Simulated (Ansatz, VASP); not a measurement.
**Two plane-wave programs on CoO**

The input INCAR:

```
SYSTEM = CoO
PREC = Accurate ; ENCUT = 520
EDIFF = 1E-6 ; ISMEAR = 0
SIGMA = 0.01 ; LREAL = .False.
LASPH = .True. ; NELM = 150
ALGO = Normal ; ISIF = 2
LWAVE = .False. ; LCHARG = .False.
ISPIN = 2 ; MAGMOM = -2.33 2.33 0.18 -0.18
LORBIT = 11 ; LMAXMIX = 4
GGA = PE ; NBANDS = 27
```

File KPOINTS:

```
regular mesh
0
Gamma
  12 12 8
  0 0 0
```

POSCAR

```
CoO
1.0
    3.1553013796      0.0000000000      0.0000000000
   -1.5776506898      2.7325711513      0.0000000000
    0.0000000000      0.0000000000      5.3413870621
Co O
2 2
Direct
   -0.0000000007      0.0000000007      0.0082965844
    0.3333333319      0.6666666681      0.5082968113
    0.0000000089     -0.0000000089      0.3667040277
    0.3333333266      0.6666666734      0.8667035766
```

Input for Ansatz:

```yaml
crystal:
  lattice:
    - [3.1553013796, 0.0, 0.0]
    - [-1.5776506898, 2.7325711513, 0.0]
    - [0.0, 0.0, 5.3413870621]
  atoms:
    - { symbol: Co, position: [-7.0e-10, 7.0e-10, 0.0082965844], spin: -2.33 }
    - { symbol: Co, position: [0.3333333319, 0.6666666681, 0.5082968113], spin: 2.33 }
    - { symbol: O, position: [8.9e-09, -8.9e-09, 0.3667040277], spin: 0.18 }
    - { symbol: O, position: [0.3333333266, 0.6666666734, 0.8667035766], spin: -0.18 }
basis:
  ecutwfc: 420
kpoints:
  mp_grid: { grid: [12, 12, 8] }
  band_path: { path: [VBM, CBM], npoints: 2 }
hamiltonian:
  xc: pbe
scf:
  occupations: { method: gaussian, width: 0.01 }
output:
  forces: true
  stress: true
  eigenvalues: true
  populations: true
magnetization:
  spin_polarized: true
checkpoint:
  read: start.run
  write: ck
  compress: false
  write_wavefunctions: false
  write_every: 100000
```

Alike in both runs: task single point; functional PBE; k mesh 12 × 12 × 8; occupations gaussian, width 0.01 eV; collinear spin.

|  | VASP | Ansatz |
| --- | --- | --- |
| version | VASP 6.6.1 | Ansatz 0.2.0 |
| potentials or method | VASP PAW PBE potentials, release 64 (Co, O), cutoff 520 eV | scalar-relativistic, plane waves, PAW |
| valence electrons in the cell | 30 | 46 |

|  | VASP | Ansatz | Ansatz less VASP |
| --- | --- | --- | --- |
| gap on the k mesh at the Fermi level (eV) | 0.15 | 0.15 | +0.003 |
| least direct gap on the mesh (eV) | 0.23 | 0.22 | -0.012 |
| pressure (GPa) | -0.8 | -0.7 | +0.11 |
| traceless stress, the component that is largest in VASP (GPa) | -1.39 | -1.31 | +0.078 |
| rms of the force components (eV/Å) | 0.003 | 0.000 | -0.0033 |
| net moment per atom (μB) | 0.00 | 0.00 | 0.000 |
| size of the moment on the site where the two differ most (μB) | 2.28 | 2.12 | -0.162 |

Site moments also hang on the region over which each program counts them. Atom by atom the forces differ by 0.003 eV/Å (rms over components). With one functional, cell and mesh, what is left measures potentials, basis and numerics. VASP's potentials hold 30 valence electrons a cell and Ansatz's 46, so a difference there can come from the potentials and not from the codes. Ansatz's warnings: stability check not made.
